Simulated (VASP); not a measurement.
**BN (Qingsongite): single point with LDA**

Crystal: BN (Qingsongite).

```xyz
2
Lattice="0.0000 1.8224 1.8224 1.8224 0.0000 1.8224 1.8224 1.8224 0.0000" Properties=species:S:1:pos:R:3 pbc="T T T"
B     0.0000    0.0000    0.0000
N     0.9112    0.9112    0.9112
```

```yaml
Program: VASP 6.6.1
Task: single point
Functional: LDA
Potentials_or_basis: VASP PAW LDA potentials, release 64 (B, N)
Cutoff: 520 eV
k_mesh: 8 × 8 × 8
Occupations: gaussian, width 0.01 eV
Spin: no spin polarisation
```

The pressure is -18.7 GPa and the band gap on the k mesh is 4.31 eV, indirect (least direct gap 8.57 eV).

Levels at points of the mesh, in eV from the valence-band top:
```tsv
k point	band 1	band 2	band 3	band 4	band 5	band 6	band 7	band 8	band 9
(0.00, 0.00, 0.00)	-19.79	0.00	0.00	0.00	8.57	8.57	8.57	10.04	24.03
(0.50, 0.00, 0.00)	-15.62	-10.49	-1.90	-1.90	9.89	10.43	10.43	14.76	22.72
(0.50, 0.50, 0.00)	-14.28	-8.73	-4.81	-4.81	4.31	9.00	17.33	17.33	20.09
```

Run time: 3.7 s on 1 thread of Intel Xeon 6975P-C (shared host), peak memory 0.11 GiB.

A k mesh can miss the band edges.
